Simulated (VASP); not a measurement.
Write the native input for VASP 6.6.1 that does the following.

```yaml
Task: single point
Functional: r2SCAN
Potentials_or_basis: VASP PAW PBE potentials, release 64 (O)
Cutoff: 660 eV
k_mesh: 18 × 18 × 11
Occupations: fermi-dirac, width 0.05 eV
Spin: no spin polarisation
Dipole_correction: no
Further_INCAR_settings: ALGO = Normal; EDIFF = 1e-06; NBANDS = 9
```

Crystal: O.

```
O
1.0
     1.77559    0.00000    0.00000
     0.00000    1.77559    0.00000
     0.00000    0.00000    3.05305
O
1
Direct
  0.00000 0.00000 0.00000
```

One way to write it, as run:

POSCAR

```
O
1.0
    1.7755900000      0.0000000000      0.0000000000
    0.0000000000      1.7755900000      0.0000000000
    0.0000000000      0.0000000000      3.0530500000
O
1
Direct
    0.0000000000      0.0000000000      0.0000000000
```

INCAR.step1

```
SYSTEM = O
PREC = Accurate
ENCUT = 660
ISMEAR = -1
SIGMA = 0.05
LREAL = .FALSE.
LASPH = .TRUE.
NELM = 120
NBANDS = 9
GGA = PE
ALGO = Normal
EDIFF = 1E-5
LWAVE = .TRUE.
LCHARG = .FALSE.
GGA_COMPAT = .FALSE.
```

INCAR.step2

```
SYSTEM = O
PREC = Accurate
ENCUT = 660
EDIFF = 1E-6
ISMEAR = -1
SIGMA = 0.05
LREAL = .FALSE.
LASPH = .TRUE.
NELM = 120
ALGO = Normal
ISIF = 2
LWAVE = .FALSE.
LCHARG = .TRUE.
METAGGA = R2SCAN
LMIXTAU = .TRUE.
LELF = .TRUE.
LVHAR = .TRUE.
NBANDS = 9
ISTART = 1
GGA_COMPAT = .FALSE.
```

KPOINTS

```
regular mesh
0
G
  18 18 11
  0 0 0
```

Potentials or basis: VASP PAW PBE potentials, release 64 (O).

The run is started by

```sh
$ cat potpaw_PBE.64/O/POTCAR > POTCAR
$ cp INCAR.step1 INCAR
$ mpirun -np 1 vasp_std > vasp.out
$ cp INCAR.step2 INCAR
$ mpirun -np 1 vasp_std > vasp.out
```

It gave:

The pressure is -1.3 GPa. The band gap on the k mesh is zero (bands 3 and 4 overlap by 5.61 eV).

Caveat: the PAW data sets were made with another functional, which shifts forces and pressure a little.

Wall time 110 s on 1 thread of Intel Xeon 8259CL (shared host), peak memory 0.15 GiB.
